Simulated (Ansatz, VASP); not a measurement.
One calculation of Al3RuN, two programs

Contents of INCAR:

```
SYSTEM = Al3RuN
ALGO = Normal
EDIFF = 1E-6
ENCUT = 520
GGA = PE
ISIF = 2
ISMEAR = 0
LASPH = .TRUE.
LCHARG = .FALSE.
LREAL = .FALSE.
LWAVE = .FALSE.
NBANDS = 39
NELM = 80
PREC = Accurate
SIGMA = 0.2
```

The input KPOINTS:

```
k-points
0
G
  8 4 4
  0 0 0
```

POSCAR

```
Al3RuN
1.0
    0.0000000000     -3.0334391284      0.0000000000
   -6.0668782567      0.0000000000      0.0000000000
    0.0000000000      0.0000000000     -6.5909276135
Al Ru N
6 2 2
Direct
    0.5000000000      0.7500000000      0.2954020085
    0.5000000000      0.2500000000      0.2954020085
    0.5000000000      0.7500000000      0.7045979915
    0.5000000000      0.2500000000      0.7045979915
    1.0000000000      1.0000000000      0.0000000000
    1.0000000000      0.5000000000      0.0000000000
    0.0000000000      0.5000000000      0.5000000000
    0.0000000000      0.0000000000      0.5000000000
    0.5000000000      0.7500000000      0.0000000000
    0.5000000000      0.2500000000      0.0000000000
```

Input for Ansatz:

```yaml
crystal:
  lattice:
    - [0.0, -3.0334391284, 0.0]
    - [-6.0668782567, 0.0, 0.0]
    - [0.0, 0.0, -6.5909276135]
  atoms:
    - { symbol: Al, position: [0.5, 0.75, 0.2954020085] }
    - { symbol: Al, position: [0.5, 0.25, 0.2954020085] }
    - { symbol: Al, position: [0.5, 0.75, 0.7045979915] }
    - { symbol: Al, position: [0.5, 0.25, 0.7045979915] }
    - { symbol: Al, position: [1.0, 1.0, 0.0] }
    - { symbol: Al, position: [1.0, 0.5, 0.0] }
    - { symbol: Ru, position: [0.0, 0.5, 0.5] }
    - { symbol: Ru, position: [0.0, 0.0, 0.5] }
    - { symbol: "N", position: [0.5, 0.75, 0.0] }
    - { symbol: "N", position: [0.5, 0.25, 0.0] }
basis:
  ecutwfc: 420
kpoints:
  mp_grid: { grid: [8, 4, 4] }
hamiltonian:
  xc: pbe
scf:
  occupations: { method: gaussian, width: 0.2 }
  lower_state_search: "off"
output:
  forces: true
  stress: true
  eigenvalues: true
```

Alike in both runs: task single point; functional PBE; k mesh 8 × 4 × 4; occupations gaussian, width 0.2 eV; no spin polarisation.

|  | VASP | Ansatz |
| --- | --- | --- |
| version | VASP 6.6.1 | Ansatz 0.2.0 |
| potentials or method | VASP PAW PBE potentials, release 64 (Al, Ru_pv, N), cutoff 520 eV | scalar-relativistic, plane waves, PAW |
| valence electrons in the cell | 56 | 60 |

Ansatz gave:

- gap on the k mesh at the Fermi level (eV): none
- pressure (GPa): 0.0
- rms of the force components (eV/Å): 0.002

Q: Which values does VASP return?

A: gap on the k mesh at the Fermi level (eV): none; pressure (GPa): -0.1; rms of the force components (eV/Å): 0.009.

Atom by atom the forces differ by 0.007 eV/Å (rms over components). A gap of «none» marks a metal or a gap that the smearing closes. The functional is the same, so the differences come from potentials, cutoffs and numerics. VASP's potentials hold 56 valence electrons a cell and Ansatz's 60, so a difference there can come from the potentials and not from the codes.
